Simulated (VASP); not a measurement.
Wanted: the native input for a VASP 6.6.1 run.

* Task: single point
* Functional: PBE
* Potentials or basis: VASP PAW PBE potentials, release 64 (K_sv)
* Cutoff: 520 eV
* k mesh: 6 × 6 × 6
* Occupations: gaussian, width 0.272114 eV
* Spin: no spin polarisation
* Dipole correction: no
* Further INCAR settings: ALGO = Normal; EDIFF = 1e-06; NBANDS = 10

The structure of K lies in POSCAR:

```
K
1.0
   -2.6180000000      2.6180000000      2.6180000000
    2.6180000000     -2.6180000000      2.6180000000
    2.6180000000      2.6180000000     -2.6180000000
K
1
Direct
    0.0000000000      0.0000000000      0.0000000000
```

One way to write it, as run:

INCAR

```
SYSTEM = K
  PREC = Accurate
  ENCUT = 520
  EDIFF = 1E-6
  ISMEAR = 0
  SIGMA = 0.27211386245988
  LREAL = .False.
  LASPH = .True.
  NELM = 80
  ALGO = Normal
  ISIF = 2
  LWAVE = .False.
  LCHARG = .False.
  GGA = PE
  NBANDS = 10
```

KPOINTS

```
Automatic mesh
0
Gamma
  6 6 6
  0 0 0
```

Potentials or basis: VASP PAW PBE potentials, release 64 (K_sv).

Command:

```sh
$ cat potpaw_PBE.64/K_sv/POTCAR > POTCAR
$ mpirun -np 1 vasp_std > vasp.out
```

Results of the run:

```
Pressure : 0.1 GPa
```

It took 19 s on 1 thread of Intel Xeon 6975P-C, on a shared host, peak memory 0.2 GiB.
